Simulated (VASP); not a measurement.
# PbO (P6_3/mmc) in VASP: a series of runs, part 2 of 2

VASP 6.6.1. The steps go on from the part before.

### Step 4. Relaxation of cell and atoms, PBEsol

This run uses another cell than the first one, of 9.99 Å³/atom, 0.573 times its volume.

The input, INCAR:

```
SYSTEM = PbO
PREC = Accurate ; ENCUT = 910
EDIFF = 1E-7 ; ISMEAR = -1
SIGMA = 0.03 ; LREAL = .FALSE.
LASPH = .TRUE. ; NELM = 120
ALGO = Normal ; ISIF = 3
LWAVE = .FALSE. ; LCHARG = .FALSE.
GGA = PS ; IBRION = 2
NSW = 100 ; EDIFFG = -0.01
GGA_COMPAT = .FALSE. ; NELMIN = 4
```

The input, KPOINTS:

```
regular mesh
0
G
  9 9 4
  0 0 0
```

The input, POSCAR:

```
PbO
1.0
    3.0477248700      0.0000000000      0.0000000000
   -1.5238624350      2.6394071612      0.0000000000
    0.0000000000      0.0000000000      4.9677915381
Pb O
2 2
Direct
    0.0000000000      0.0000000000      0.0000000000
    0.0000000000      0.0000000000      0.5000000000
    0.3333333333      0.6666666667      0.2500000000
    0.6666666667      0.3333333333      0.7500000000
```

Potentials or basis: VASP PAW PBE potentials, release 64 (Pb_d, O_h).

On the command line:

```
cat potpaw_PBE.64/Pb_d/POTCAR potpaw_PBE.64/O_h/POTCAR > POTCAR
mpirun -np 1 vasp_std > vasp.out
```

OUTCAR:

```text
SYSTEM = PbO
   PREC = Accurate
   ENCUT = 910
   EDIFF = 1E-7
   ISMEAR = -1
   LREAL = .FALSE.
   LASPH = .TRUE.
   NELM = 120
   ISIF = 3
   GGA = PS
   IBRION = 2
   NSW = 100
   EDIFFG = -0.01
   NELMIN = 4

 ion  position               nearest neighbor table
   1  0.000  0.000  0.000-   3 2.15   4 2.15   4 2.15   3 2.15   4 2.15   3 2.15   2 2.48   2 2.48
                             2 3.93   2 3.93   2 3.93   2 3.93   2 3.93   2 3.93   2 3.93   2 3.93
   2  0.000  0.000  0.500-   3 2.15   4 2.15   4 2.15   3 2.15   4 2.15   3 2.15   1 2.48   1 2.48
                             1 3.93   1 3.93   1 3.93   1 3.93   1 3.93   1 3.93   1 3.93   1 3.93
   3  0.333  0.667  0.250-   1 2.15   2 2.15   1 2.15   2 2.15   1 2.15   2 2.15
   4  0.667  0.333  0.750-   1 2.15   2 2.15   1 2.15   2 2.15   1 2.15   2 2.15

  LATTYP: Found a hexagonal cell.
 ALAT       =     3.0477248700
 C/A-ratio  =     1.6300000000

  Lattice vectors:

 A1 = (   3.0477248700,   0.0000000000,   0.0000000000)
 A2 = (  -1.5238624350,   2.6394071612,   0.0000000000)
 A3 = (   0.0000000000,   0.0000000000,   4.9677915381)

Analysis of symmetry for initial positions (statically):
=====================================================================
 Subroutine PRICEL returns:
 Original cell was already a primitive cell.

 Routine SETGRP: Setting up the symmetry group for a
 hexagonal supercell.

 Subroutine GETGRP returns: Found 24 space group operations
 (whereof 12 operations were pure point group operations)
 out of a pool of 24 trial point group operations.

The static configuration has the point symmetry D_3d.
 The point group associated with its full space group is D_6h.

Analysis of symmetry for dynamics (positions and initial velocities):
=====================================================================
 Subroutine PRICEL returns:
 Original cell was already a primitive cell.

 Routine SETGRP: Setting up the symmetry group for a
 hexagonal supercell.

 Subroutine GETGRP returns: Found 24 space group operations
 (whereof 12 operations were pure point group operations)
 out of a pool of 24 trial point group operations.

The dynamic configuration has the point symmetry D_3d.
 The point group associated with its full space group is D_6h.

 Subroutine INISYM returns: Found 24 space group operations
 (whereof 12 operations are pure point group operations),
 and found     1 'primitive' translations

----------------------------------------------------------------------------------------

                                     Primitive cell

  volume of cell :      39.9618

  direct lattice vectors                    reciprocal lattice vectors
     3.047724870  0.000000000  0.000000000     0.328113607  0.189436479  0.000000000
    -1.523862435  2.639407161  0.000000000     0.000000000  0.378872959  0.000000000
     0.000000000  0.000000000  4.967791538     0.000000000  0.000000000  0.201296691

  length of vectors
     3.047724870  3.047724870  4.967791538     0.378872959  0.378872959  0.201296691

  position of ions in fractional coordinates (direct lattice)
     0.000000000  0.000000000  0.000000000
     0.000000000  0.000000000  0.500000000
     0.333333333  0.666666667  0.250000000
     0.666666667  0.333333333  0.750000000

  ion indices of the primitive-cell ions
   primitive index   ion index
                 1           1
                 2           2
                 3           3
                 4           4

----------------------------------------------------------------------------------------

 KPOINTS: regular mesh

Automatic generation of k-mesh.
 Grid dimensions read from file:
 generate k-points for:    9    9    4

 Generating k-lattice:

  Cartesian coordinates                     Fractional coordinates (reciprocal lattice)
     0.036457067  0.021048498  0.000000000     0.111111111  0.000000000  0.000000000
     0.000000000  0.042096995  0.000000000     0.000000000  0.111111111  0.000000000
     0.000000000  0.000000000  0.050324173     0.000000000  0.000000000  0.250000000

  Length of vectors
     0.042096995  0.042096995  0.050324173

  Shift w.r.t. Gamma in fractional coordinates (k-lattice)
     0.000000000  0.000000000  0.000000000

 Subroutine IBZKPT returns following result:
 ===========================================

 Found     36 irreducible k-points:

 Following reciprocal coordinates:
            Coordinates               Weight
  0.000000  0.000000  0.000000      1.000000
  0.111111  0.000000  0.000000      6.000000
  0.222222  0.000000  0.000000      6.000000
  0.333333 -0.000000  0.000000      6.000000
  0.444444  0.000000  0.000000      6.000000
  0.111111  0.111111  0.000000      6.000000
[... 16 lines left out ...]
  0.333333  0.222222  0.250000     24.000000
  0.333333  0.333333  0.250000      4.000000
 [... further k-points ...]
   k-points           NKPTS =     36   k-points in BZ     NKDIM =     36   number of bands    NBANDS=     24
   number of dos      NEDOS =    301   number of ions     NIONS =      4
   total plane-waves  NPLWV =  45000
   dimension x,y,z NGX =    30 NGY =   30 NGZ =   50
   dimension x,y,z NGXF=    60 NGYF=   60 NGZF=  100
   ions per type =               2   2
   NGX,Y,Z   is equivalent  to a cutoff of  16.36, 16.36, 16.73 a.u.
   NGXF,Y,Z  is equivalent  to a cutoff of  32.73, 32.73, 33.46 a.u.
 SYSTEM =  PbO
   PREC   = accura    normal or accurate (medium, high low for compatibility)
   ISTART =      0    job   : 0-new  1-cont  2-samecut
   ICHARG =      2    charge: 1-file 2-atom 10-const
   ISPIN  =      1    spin polarized calculation?
   LNONCOLLINEAR =      F non collinear calculations
   LSORBIT =      F    spin-orbit coupling
   LASPH  =      T    aspherical Exc in radial PAW
   ENCUT  =  910.0 eV  66.88 Ry    8.18 a.u.   7.50  7.50 12.22*2*pi/ulx,y,z
   NELM   =    120;   NELMIN=  4; NELMDL= -5     # of ELM steps
   EDIFF  = 0.1E-06   stopping-criterion for ELM
   LREAL  =      F    real-space projection
   EDIFFG = -.1E-01   stopping-criterion for IOM
   NSW    =    100    number of steps for IOM
   IBRION =      2    ionic relax: 0-MD 1-quasi-New 2-CG
   NFREE  =      1    steps in history (QN), initial steepest desc. (CG)
   ISIF   =      3    stress and relaxation
   ISYM   =      2    0-nonsym 1-usesym 2-fastsym
   POTIM  = 0.5000    time-step for ionic-motion
   TEBEG  =    0.0;   TEEND  =   0.0 temperature during run
   PSTRESS=    0.0 pullay stress
   NELECT =      40.0000    total number of electrons
   NUPDOWN=      -1.0000    fix difference up-down
   EMIN   =  10.00;   EMAX   =-10.00  energy-range for DOS
   EFERMI =   0.00;   METHOD = LEGACY
   ISMEAR =    -1;   SIGMA  =   0.03  broadening in eV -4-tet -1-fermi 0-gaus
   EFERMI_NEDOS =   21; number of points for ismear=-14 and -15
   IALGO  =     38    algorithm
   IMIX   =      4    mixing-type and parameters
     AMIX     =   0.40;   BMIX     =  1.00
     AMIX_MAG =   1.60;   BMIX_MAG =  1.00
  volume/ion in A,a.u.               =       9.99        67.42
  Fermi-wavevector in a.u.,A,eV,Ry     =   1.637619  3.094652 36.488070  2.681797
  Thomas-Fermi vector in A             =   2.728729
   LORBIT       =      0    0 simple, 1 ext, 2 COOP (PROOUT), +10 PAW based schemes
   GGA     = PS    functional components
   LHFCALC =     F    Hartree Fock is set to
   AEXX    =    0.0000 exact exchange contribution
   IVDW    =     0    specifies the selected vdW correction
   LEPSILON=     F    determine dielectric tensor
   LRPA    =     F    only Hartree local field effects (RPA)
 conjugate gradient relaxation of ions
 non-spin polarized calculation
  energy-cutoff  :      910.00
  volume of cell :       39.96
 maximum number of plane-waves:      2539
 NGX is ok and might be reduce to    30
   NGX = 15   NGY = 15   NGZ = 25

--------------------------------------- Ionic step        1  -------------------------------------------

 number of electron      40.0000007 magnetization

 Free energy of the ion-electron system (eV)
  ---------------------------------------------------
  ext. energy  EPLUGINS =         0.00000000
  ---------------------------------------------------
  free energy    TOTEN  =        -9.70606970 eV

  energy without entropy =       -9.70414110  energy(sigma->0) =       -9.70510540

 E-fermi :  17.4430     XC(G=0): -14.1839

 val. band max:       17.4172516417   @ k =   0.3333  -0.0000   0.0000
 cond. band min:      17.4920451585   @ k =   0.3333   0.2222   0.0000
 fundamental gap:      0.0747935168
 Fermi energy:        17.4429639648
[... 1412 lines left out ...]
  FREE ENERGIE OF THE ION-ELECTRON SYSTEM (eV)
  ---------------------------------------------------
  free  energy   TOTEN  =       -20.0937161869 eV

  energy  without entropy=      -20.0919426687  energy(sigma->0) =      -20.09282943

[... ionic steps 4 to 7 ...]

--------------------------------------- Ionic step        8  -------------------------------------------

 number of electron      39.9999997 magnetization

------------------------ aborting loop because EDIFF is reached ----------------------------------------
[... 71 lines left out ...]
--------------------------------------- Ionic step       10  -------------------------------------------

 number of electron      39.9999998 magnetization

 Free energy of the ion-electron system (eV)
  ---------------------------------------------------
  ext. energy  EPLUGINS =         0.00000000
  ---------------------------------------------------
  free energy    TOTEN  =       -20.96002993 eV

  energy without entropy =      -20.95928171  energy(sigma->0) =      -20.95965582

 E-fermi :   8.2341     XC(G=0): -11.3897

 val. band max:        8.2220860685   @ k =   0.3333   0.3333   0.0000
 cond. band min:       8.2891111360   @ k =   0.1111   0.0000   0.0000
 fundamental gap:      0.0670250675
 Fermi energy:         8.2341263815
[... 679 lines left out ...]
  FREE ENERGIE OF THE ION-ELECTRON SYSTEM (eV)
  ---------------------------------------------------
  free  energy   TOTEN  =       -20.9600299323 eV

  energy  without entropy=      -20.9592817139  energy(sigma->0) =      -20.95965582

 reached required accuracy - stopping structural energy minimisation
```

OSZICAR:

```text
N       E                     dE             d eps       ncg     rms          rms(c)
DAV:   1     0.626534384387E+03    0.62653E+03   -0.29936E+04  1760   0.362E+03
DAV:   2     0.839067547042E+02   -0.54263E+03   -0.53372E+03  1848   0.729E+02
DAV:   3    -0.871817132209E+01   -0.92625E+02   -0.89507E+02  2512   0.262E+02
[... 136 lines left out ...]
DAV:   4    -0.209600384773E+02    0.22069E-03   -0.12142E-03  2440   0.340E-01    0.314E-02
DAV:   5    -0.209600300060E+02    0.84713E-05   -0.13468E-04  2248   0.163E-01    0.904E-03
DAV:   6    -0.209600301463E+02   -0.14035E-06   -0.11289E-05  2656   0.445E-02    0.392E-03
DAV:   7    -0.209600299285E+02    0.21778E-06   -0.16301E-06  2184   0.155E-02    0.572E-04
DAV:   8    -0.209600299323E+02   -0.37517E-08   -0.79826E-08  1160   0.289E-03
  10 F= -.20960030E+02 E0= -.20959656E+02  d E =-.581157E-02
```

Wall time 5.4 min (1 thread of Intel Xeon 6975P-C (Granite Rapids), shared host); peak memory 0.26 GiB.

Results:

```
Free energy                            : -20.9600 eV
Relaxed volume                         : 16.13 Å³/atom
Relaxed cell                           : a = 3.474 Å, b = 3.474 Å, c = 6.172 Å, α = 90.00°, β = 90.00°, γ = 120.00°
Space group after relaxing (to 0.05 Å) : P6_3/mmc (No. 194)
Energy gained by relaxing              : 2813.5 meV/atom
Ionic steps                            : 10
Pressure after relaxing                : 0.0 GPa
Band gap on the k mesh                 : zero (band 20 reaches 8.29 eV, above the bottom of band 21 at 8.08 eV)
```

The path:
```csv
step,energy change (eV),largest force (eV/Å),pressure (GPa),volume (Å³)
1,0.0000,0.0000,207.78,39.96
2,16.8181,0.0000,-49.91,170.46
3,-10.3876,0.0000,-22.13,75.96
4,-11.1080,0.0000,-9.72,68.91
5,-11.2287,0.0000,-0.17,64.97
6,-11.2264,0.0000,-1.73,65.55
7,-11.2481,0.0000,1.52,64.11
8,-11.2481,0.0000,1.54,64.11
9,-11.2521,0.0000,-0.81,64.73
10,-11.2540,0.0000,0.04,64.51
```

Final structure:
```xyz
4
Lattice="3.4739 0.0000 0.0000 -1.7369 3.0085 0.0000 0.0000 0.0000 6.1722" Properties=species:S:1:pos:R:3 pbc="T T T"
Pb    0.0000    0.0000    0.0000
Pb    0.0000    0.0000    3.0861
O     0.0000    2.0056    1.5431
O     1.7369    1.0028    4.6292
```

Caveat: the cutoff is under 1.25 times the usual one of these potentials, so pressure, stress and relaxed cells hold a basis-set (Pulay) error; the volume moved by over 15 % at a fixed basis, so the end points are rough; the PAW data sets were made with another functional, which shifts forces and pressure a little; spin-orbit coupling is left out, which moves the levels of the heavy elements.

### Step 5. Summary

| task | potentials or basis | cell | cutoff (eV) | second run | gap on the mesh (eV) | pressure (GPa) | relaxed volume (Å³/atom) |
| --- | --- | --- | --- | --- | --- | --- | --- |
| single point | VASP PAW PBE potentials, release 64 (Pb_d, O) | a = 3.540, b = 3.540, c = 6.432 Å, angles 90.0, 90.0, 120.0°, 4 atoms | 520 | - | none | 0.0 | - |
| relaxation of cell and atoms | VASP PAW PBE potentials, release 64 (Pb_d, O) | relaxed from a = 3.048, b = 3.048, c = 4.968 Å, angles 90.0, 90.0, 120.0°, 4 atoms | 600 | - | none | 0.0 | 17.13 |
| relaxation of cell and atoms | VASP PAW PBE potentials, release 64 (Pb_d, O_h) | relaxed from a = 3.048, b = 3.048, c = 4.968 Å, angles 90.0, 90.0, 120.0°, 4 atoms | 910 | hard_potentials | none | 0.0 | 16.13 |

Alike in all rows: level PBEsol; no spin polarisation; k mesh 9 × 9 × 4; smearing fermi-dirac 0.03 eV.

Caveats: the PAW data sets were made with another functional, which shifts forces and pressure a little; spin-orbit coupling is left out, which moves the levels of the heavy elements; the volume moved by over 15 % at a fixed basis, so the end points are rough (some runs); the cutoff is under 1.25 times the usual one of these potentials, so pressure, stress and relaxed cells hold a basis-set (Pulay) error (some runs).

Absolute energies hang on the potentials; compare differences alone.
